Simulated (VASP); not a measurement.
Hf, 8 atoms in the cell. Symmetry: Pm-3n, No. 223, cubic system. Conventional cell: a = 5.712 Å, b = 5.712 Å, c = 5.712 Å, α = 90.00°, β = 90.00°, γ = 90.00°. Hf (site symmetry m-3) has 12 Hf at 3.19 Å within 4.2 Å. Within 3.8 Å of Hf (site symmetry -4m2) lie 14 Hf at 2.86 to 3.50 Å. 

| Item | Value |
| --- | --- |
| Program | VASP 6.6.1 |
| Task | single point |
| Functional | RPBE |
| Potentials or basis | VASP PAW PBE potentials, release 64 (Hf_pv) |
| Cutoff | 520 eV |
| k mesh | 6 × 6 × 6 |
| Occupations | fermi-dirac, width 0.1 eV |
| Spin | no spin polarisation |
| Dipole correction | no |
| Further INCAR settings | ALGO = Normal; EDIFF = 1e-06; NBANDS = 50 |

Potentials or basis: VASP PAW PBE potentials, release 64 (Hf_pv).

The run is started by

```console
$ cat potpaw_PBE.64/Hf_pv/POTCAR > POTCAR
$ mpirun -np 1 vasp_std > vasp.out
```

Hardware: 1 thread of Intel Xeon 6975P-C, on a shared host.

Question: How long does it take, and how much memory?

Answer: Wall time 2.4 min on 1 thread of Intel Xeon 6975P-C, with other jobs on the host, peak memory 0.32 GiB. Counts: scf iterations 15, k points 20.
